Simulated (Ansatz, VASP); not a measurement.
## One calculation of PtS2, two programs

```
CELL_PARAMETERS angstrom
3.54320 0.00000 0.00000
-1.77160 3.06850 0.00000
0.00000 0.00000 5.03880
ATOMIC_POSITIONS crystal
Pt 0.00000 0.00000 0.00000
S 0.33333 0.66667 0.25000
S 0.66667 0.33333 0.75000
```

Alike in both runs: task relaxation of cell and atoms; functional PBE; dispersion D3(BJ); k mesh 12 × 12 × 8; occupations gaussian, width 0.02 eV; no spin polarisation.

```csv
,VASP,Ansatz
version,VASP 6.6.1,Ansatz 0.2.0
potentials or method,"VASP PAW PBE potentials, release 64 (Pt, S), cutoff 600 eV","scalar-relativistic, plane waves, PAW"
valence electrons in the cell,22,30
```

```csv
,VASP,Ansatz,Ansatz less VASP
"gap on the k mesh at the Fermi level, each at its own relaxed structure (eV)",0.11,0.05,-0.056
relaxed volume (Å³/atom),17.31,17.28,-0.026
relaxed cell length with the largest relative difference (Å),4.683,4.663,-0.0198
```

VASP's potentials hold 22 valence electrons a cell and Ansatz's 30, so a difference there can come from the potentials and not from the codes.

Neither program's run includes spin-orbit coupling.
